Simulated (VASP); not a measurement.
# C3N (P1) in VASP: further runs

Runs on C3N. Level: PBE. Tasks: single point.

Everything below comes from runs of VASP 6.6.1. Logs are shortened: lines on timing, memory, paths and dates and some standing lists are left out, and cuts for length are marked.

## (1) The cell of the first run

The typed cell holds 8 atoms: a = 2.494 Å, b = 3.688 Å, c = 6.157 Å, α = 84.55°, β = 86.84°, γ = 88.85°.

## (2) Single point, PBE

The input, INCAR:

```
SYSTEM = C3N
PREC = Accurate ; ENCUT = 520
EDIFF = 1E-6 ; ISMEAR = 0
SIGMA = 0.1 ; LREAL = .FALSE.
LASPH = .TRUE. ; NELM = 80
ALGO = Normal ; ISIF = 2
LWAVE = .FALSE. ; LCHARG = .FALSE.
GGA = PE ; NBANDS = 27
```

The input, KPOINTS:

```
Automatic mesh
0
G
  8 6 4
  0 0 0
```

The input, POSCAR:

```
C3N
1.0
    2.4936965430      0.0000000000      0.0000000000
    0.0741796493      3.6872517969      0.0000000000
    0.3397849760      0.5780065634      6.1199205807
C N
6 2
Direct
    0.3711701505      0.7701744986      0.1798142284
    0.9599034677      0.0374298223      0.7274384795
    0.8923355950      0.7256078099      0.8510507739
    0.3792500683      0.4715613089      0.5424827557
    0.3846303316      0.7660015507      0.4064174724
    0.8849484902      0.4303963765      0.6997842732
    0.2562584825      0.0709543551      0.5148333068
    0.8715034142      0.7278742777      0.0781787102
```

Potentials or basis: VASP PAW PBE potentials, release 64 (C, N).

Started as:

```sh
cat potpaw_PBE.64/C/POTCAR potpaw_PBE.64/N/POTCAR > POTCAR
mpirun -np 1 vasp_std > vasp.out
```

OUTCAR:

```text
SYSTEM = C3N
   PREC = Accurate
   ENCUT = 520
   EDIFF = 1E-6
   ISMEAR = 0
   LREAL = .FALSE.
   LASPH = .TRUE.
   NELM = 80
   ISIF = 2
   GGA = PE

 ion  position               nearest neighbor table
   1  0.371  0.770  0.180-   8 1.38   5 1.40   8 1.44
   2  0.960  0.037  0.727-   3 1.33   6 1.45   7 1.46
   3  0.892  0.726  0.851-   2 1.33   8 1.40   6 1.50
   4  0.379  0.472  0.542-   5 1.31   6 1.53   7 1.54   6 1.63
   5  0.385  0.766  0.406-   4 1.31   7 1.38   1 1.40
   6  0.885  0.430  0.700-   2 1.45   3 1.50   4 1.53   4 1.63
   7  0.256  0.071  0.515-   5 1.38   2 1.46   4 1.54
   8  0.872  0.728  0.078-   1 1.38   3 1.40   1 1.44

  LATTYP: Found a triclinic cell.
 ALAT       =     7.2170093740
 B/A-ratio  =     1.4309262879
 C/A-ratio  =     2.1178471041
 COS(alpha) =     0.0063278875
 COS(beta)  =     0.3715260992
 COS(gamma) =     0.9294398005

  Lattice vectors:

 A1 = (   2.2280912163,   3.1092452335,  -6.1199205807)
 A2 = (   4.7959674086,   6.7964970304,  -6.1199205807)
 A3 = (  -3.3216257936,  -8.5305167206, -12.2398411614)

Analysis of symmetry for initial positions (statically):
=====================================================================
 Subroutine PRICEL returns:
 Original cell was already a primitive cell.

 Routine SETGRP: Setting up the symmetry group for a
 triclinic supercell.

 Subroutine GETGRP returns: Found  1 space group operations
 (whereof  1 operations were pure point group operations)
 out of a pool of  2 trial point group operations.

The static configuration has the point symmetry C_1 .

Analysis of symmetry for dynamics (positions and initial velocities):
=====================================================================
 Subroutine PRICEL returns:
 Original cell was already a primitive cell.

 Routine SETGRP: Setting up the symmetry group for a
 triclinic supercell.

 Subroutine GETGRP returns: Found  1 space group operations
 (whereof  1 operations were pure point group operations)
 out of a pool of  2 trial point group operations.

The dynamic configuration has the point symmetry C_1 .

 Subroutine INISYM returns: Found  1 space group operations
 (whereof  1 operations are pure point group operations),
 and found     1 'primitive' translations

----------------------------------------------------------------------------------------

                                     Primitive cell

  volume of cell :      56.2720

  direct lattice vectors                    reciprocal lattice vectors
     2.493696543  0.000000000  0.000000000     0.401011102 -0.008067489 -0.021502646
     0.074179649  3.687251797  0.000000000     0.000000000  0.271204695 -0.025614400
     0.339784976  0.578006563  6.119920581     0.000000000  0.000000000  0.163400813

  length of vectors
     2.493696543  3.687997890  6.156539071     0.401668212  0.272411608  0.163400813

  position of ions in fractional coordinates (direct lattice)
     0.371170150  0.770174499  0.179814228
     0.959903468  0.037429822  0.727438480
     0.892335595  0.725607810  0.851050774
     0.379250068  0.471561309  0.542482756
     0.384630332  0.766001551  0.406417472
     0.884948490  0.430396376  0.699784273
     0.256258483  0.070954355  0.514833307
     0.871503414  0.727874278  0.078178710

  ion indices of the primitive-cell ions
   primitive index   ion index
                 1           1
                 2           2
                 3           3
                 4           4
                 5           5
                 6           6
                 7           7
                 8           8

----------------------------------------------------------------------------------------

 KPOINTS: Automatic mesh

Automatic generation of k-mesh.
 Grid dimensions read from file:
 generate k-points for:    8    6    4

 Generating k-lattice:

  Cartesian coordinates                     Fractional coordinates (reciprocal lattice)
     0.050126388 -0.001008436 -0.002687831     0.125000000 -0.000000000  0.000000000
     0.000000000  0.045200783 -0.004269067     0.000000000  0.166666667  0.000000000
     0.000000000  0.000000000  0.040850203     0.000000000  0.000000000  0.250000000

  Length of vectors
     0.050208526  0.045401935  0.040850203

  Shift w.r.t. Gamma in fractional coordinates (k-lattice)
     0.000000000  0.000000000  0.000000000

 Subroutine IBZKPT returns following result:
 ===========================================

 Found    100 irreducible k-points:

 Following reciprocal coordinates:
            Coordinates               Weight
  0.000000  0.000000  0.000000      1.000000
  0.125000 -0.000000 -0.000000      2.000000
  0.250000 -0.000000 -0.000000      2.000000
  0.375000 -0.000000 -0.000000      2.000000
  0.500000 -0.000000 -0.000000      1.000000
  0.000000  0.166667  0.000000      2.000000
[... 16 lines left out ...]
  0.125000  0.500000  0.000000      2.000000
  0.250000  0.500000  0.000000      2.000000
 [... further k-points ...]
   k-points           NKPTS =    100   k-points in BZ     NKDIM =    100   number of bands    NBANDS=     27
   number of dos      NEDOS =    301   number of ions     NIONS =      8
   total plane-waves  NPLWV =  26880
   dimension x,y,z NGX =    20 NGY =   28 NGZ =   48
   dimension x,y,z NGXF=    40 NGYF=   56 NGZF=   96
   ions per type =               6   2
   NGX,Y,Z   is equivalent  to a cutoff of  13.33, 12.62, 12.96 a.u.
   NGXF,Y,Z  is equivalent  to a cutoff of  26.67, 25.24, 25.92 a.u.
 SYSTEM =  C3N
   PREC   = accura    normal or accurate (medium, high low for compatibility)
   ISTART =      0    job   : 0-new  1-cont  2-samecut
   ICHARG =      2    charge: 1-file 2-atom 10-const
   ISPIN  =      1    spin polarized calculation?
   LNONCOLLINEAR =      F non collinear calculations
   LSORBIT =      F    spin-orbit coupling
   LASPH  =      T    aspherical Exc in radial PAW
   ENCUT  =  520.0 eV  38.22 Ry    6.18 a.u.   4.64  6.86 11.45*2*pi/ulx,y,z
   NELM   =     80;   NELMIN=  2; NELMDL= -5     # of ELM steps
   EDIFF  = 0.1E-05   stopping-criterion for ELM
   LREAL  =      F    real-space projection
   EDIFFG = 0.1E-04   stopping-criterion for IOM
   NSW    =      0    number of steps for IOM
   IBRION =     -1    ionic relax: 0-MD 1-quasi-New 2-CG
   NFREE  =      0    steps in history (QN), initial steepest desc. (CG)
   ISIF   =      2    stress and relaxation
   ISYM   =      2    0-nonsym 1-usesym 2-fastsym
   POTIM  = 0.5000    time-step for ionic-motion
   TEBEG  =    0.0;   TEEND  =   0.0 temperature during run
   PSTRESS=    0.0 pullay stress
   NELECT =      34.0000    total number of electrons
   NUPDOWN=      -1.0000    fix difference up-down
   EMIN   =  10.00;   EMAX   =-10.00  energy-range for DOS
   EFERMI =   0.00;   METHOD = LEGACY
   ISMEAR =     0;   SIGMA  =   0.10  broadening in eV -4-tet -1-fermi 0-gaus
   EFERMI_NEDOS =   21; number of points for ismear=-14 and -15
   IALGO  =     38    algorithm
   IMIX   =      4    mixing-type and parameters
     AMIX     =   0.40;   BMIX     =  1.00
     AMIX_MAG =   1.60;   BMIX_MAG =  1.00
  volume/ion in A,a.u.               =       7.03        47.47
  Fermi-wavevector in a.u.,A,eV,Ry     =   1.384003  2.615387 26.061479  1.915465
  Thomas-Fermi vector in A             =   2.508548
   LORBIT       =      0    0 simple, 1 ext, 2 COOP (PROOUT), +10 PAW based schemes
   GGA     = PE    functional components
   LHFCALC =     F    Hartree Fock is set to
   AEXX    =    0.0000 exact exchange contribution
   IVDW    =     0    specifies the selected vdW correction
   LEPSILON=     F    determine dielectric tensor
   LRPA    =     F    only Hartree local field effects (RPA)
 non-spin polarized calculation
 Gauss-broadening in eV      SIGMA  =   0.10
  energy-cutoff  :      520.00
  volume of cell :       56.27
 maximum number of plane-waves:      1537
   NGX =  9   NGY = 13   NGZ = 23

 number of electron      33.9999996 magnetization

 Free energy of the ion-electron system (eV)
  ---------------------------------------------------
  ext. energy  EPLUGINS =         0.00000000
  ---------------------------------------------------
  free energy    TOTEN  =       -63.39892225 eV

  energy without entropy =      -63.39693426  energy(sigma->0) =      -63.39792826

 E-fermi :   8.2374     XC(G=0): -11.6233

 val. band max:        8.2030277960   @ k =  -0.2500   0.3333   0.5000
 cond. band min:       8.2842274129   @ k =   0.1250  -0.1667   0.2500
 fundamental gap:      0.0811996169
 Fermi energy:         8.2374388360

 k-point     1 :       0.0000    0.0000    0.0000
  band No.  band energies     occupation
      1     -15.9235      2.00000
      2     -14.5082      2.00000
      3     -10.7752      2.00000
      4      -7.7986      2.00000
      5      -7.5864      2.00000
      6      -4.9929      2.00000
[... 19 lines left out ...]
     26      17.0330      0.00000
     27      17.6706      0.00000

 k-point     2 :       0.1250   -0.0000   -0.0000
  band No.  band energies     occupation
      1     -15.6733      2.00000
      2     -14.2808      2.00000
      3     -10.5723      2.00000
      4      -7.6673      2.00000
      5      -7.3546      2.00000
      6      -4.9083      2.00000
[... 19 lines left out ...]
     26      17.2115      0.00000
     27      17.9117      0.00000

 k-point     3 :       0.2500   -0.0000   -0.0000
  band No.  band energies     occupation
      1     -14.9562      2.00000
      2     -13.6428      2.00000
      3     -10.0468      2.00000
      4      -7.3507      2.00000
      5      -6.7554      2.00000
      6      -5.1463      2.00000
[... 19 lines left out ...]
     26      17.6120      0.00000
     27      18.4563      0.00000

 k-point     4 :       0.3750   -0.0000   -0.0000
  band No.  band energies     occupation
      1     -13.9260      2.00000
      2     -12.8216      2.00000
      3      -9.5522      2.00000
      4      -7.4852      2.00000
      5      -6.4477      2.00000
      6      -6.0338      2.00000
[... 19 lines left out ...]
     26      17.9023      0.00000
     27      18.7916      0.00000

 k-point     5 :       0.5000   -0.0000   -0.0000
  band No.  band energies     occupation
      1     -13.2292      2.00000
      2     -12.4681      2.00000
      3      -9.3993      2.00000
      4      -8.2604      2.00000
      5      -6.5053      2.00000
      6      -5.8092      2.00000
[... 19 lines left out ...]
     26      17.9105      0.00000
     27      18.1982      0.00000

 k-point     6 :       0.0000    0.1667    0.0000
  band No.  band energies     occupation
      1     -15.7498      2.00000
      2     -14.4763      2.00000
      3     -10.7522      2.00000
      4      -9.5626      2.00000
      5      -6.0704      2.00000
      6      -4.9285      2.00000
[... 444 lines left out ...]
      1     -15.0619      2.00000
      2     -14.1457      2.00000
      3     -11.4250      2.00000
      4      -9.8149      2.00000
      5      -6.2312      2.00000
      6      -4.3012      2.00000
[... 19 lines left out ...]
     26      16.7304      0.00000
     27      17.9392      0.00000

 k-point    22 :       0.0000    0.5000    0.0000
  band No.  band energies     occupation
      1     -15.0291      2.00000
      2     -14.2761      2.00000
      3     -12.3224      2.00000
      4      -9.8529      2.00000
      5      -6.8501      2.00000
      6      -4.3378      2.00000
[... 19 lines left out ...]
     26      16.6580      0.00000
     27      17.4929      0.00000

 k-point    23 :       0.1250    0.5000    0.0000
  band No.  band energies     occupation
      1     -14.7922      2.00000
      2     -14.0455      2.00000
      3     -12.0904      2.00000
      4      -9.6423      2.00000
      5      -6.7143      2.00000
      6      -4.3120      2.00000
[... 19 lines left out ...]
     26      17.0157      0.00000
     27      17.9500      0.00000

 k-point    24 :       0.2500    0.5000    0.0000
  band No.  band energies     occupation
      1     -14.1123      2.00000
      2     -13.4045      2.00000
      3     -11.4366      2.00000
      4      -9.0720      2.00000
      5      -6.4948      2.00000
      6      -4.8912      2.00000
[... 19 lines left out ...]
     26      17.7040      0.00000
     27      17.9246      0.00000

 [... further k-points ...]
[... 5 lines left out ...]
  --------------------------------------------------------------------------------------
  -------------------------------------------------------------------------------------
  Total        4.4224231      9.9160656     15.3379568     -1.6929523     -3.7859718     -2.9542327
  in kB      125.9153536    282.3304931    436.7027289    -48.2017858   -107.7942946    -84.1129965
  external PRESSURE =     281.6495252 kB  Pullay stress =       0.0000000 kB

 VOLUME and BASIS-vectors are now :
 -----------------------------------------------------------------------------
  energy-cutoff  :      520.00
  volume of cell :       56.27
      direct lattice vectors                 reciprocal lattice vectors
     2.493696543  0.000000000  0.000000000     0.401011102 -0.008067489 -0.021502646
     0.074179649  3.687251797  0.000000000     0.000000000  0.271204695 -0.025614400
     0.339784976  0.578006563  6.119920581     0.000000000  0.000000000  0.163400813

 POSITION                                       TOTAL-FORCE (eV/Angst)
 -----------------------------------------------------------------------------------
      1.04382      2.94376      1.10045        -0.557329     -0.368700     -0.599256
      2.64366      0.55848      4.45187         1.597352      1.376899     -2.502244
      2.56821      3.16741      5.20836        -0.091010     -1.076871     -0.620676
      1.16504      2.05232      3.31995         0.843385     -6.419011      5.153485
      1.15407      3.05935      2.48724        -1.060126      4.992679     -3.970411
      2.47650      1.99146      4.28262        -0.589684      1.435082      2.279864
      0.81923      0.55920      3.15074        -0.607663      0.164405      0.868709
      2.25382      2.72904      0.47845         0.465074     -0.104482     -0.609472
 -----------------------------------------------------------------------------------
    total drift:                               -0.000142     -0.000302     -0.000104

  FREE ENERGIE OF THE ION-ELECTRON SYSTEM (eV)
  ---------------------------------------------------
  free  energy   TOTEN  =       -63.3989222495 eV

  energy  without entropy=      -63.3969342605  energy(sigma->0) =      -63.39792826
```

Wall time 66 s (1 thread of Intel Xeon 6975P-C (Granite Rapids), shared host); peak memory 0.23 GiB.

What came out:

| Property | Result |
| --- | --- |
| Free energy | -63.3989 eV |
| Pressure | 28.2 GPa |
| Largest force | 8.275 eV/Å |
| Band gap on the k mesh | zero (band 17 reaches 9.51 eV, above the bottom of band 18 at 6.41 eV) |

Forces on the atoms (eV/Å):
```
C   -0.557 -0.369 -0.599
C    1.597  1.377 -2.502
C   -0.091 -1.077 -0.621
C    0.843 -6.419  5.153
C   -1.060  4.993 -3.970
C   -0.590  1.435  2.280
N   -0.608  0.164  0.869
N    0.465 -0.104 -0.609
```

Levels at points of the mesh, in eV from the Fermi level:
```
           k point  band 15  band 16  band 17  band 18  band 19  band 20
(0.00, 0.00, 0.00)    -3.46    -0.34     1.06     1.59     3.21     3.34
(0.50, 0.00, 0.00)    -4.48    -4.04    -2.96    -1.54     1.72     3.87
(0.00, 0.50, 0.00)    -2.90    -0.98     0.13     1.28     2.16     3.29
(0.50, 0.50, 0.00)    -4.23    -3.95    -2.61    -1.63     0.68     3.08
(0.00, 0.00, 0.50)    -3.28    -0.12     1.10     2.02     2.31     3.66
(0.50, 0.00, 0.50)    -4.02    -3.68    -2.59    -1.31     1.26     4.29
(0.00, 0.50, 0.50)    -2.92    -1.31     0.89     1.13     2.42     2.98
(0.50, 0.50, 0.50)    -4.39    -3.20    -2.38    -0.83     0.33     3.01
```

Caveat: forces of over 1 eV/Å act on the atoms, so gaps and moduli don't describe the material at rest.

(Continued in part 2 of 2.)
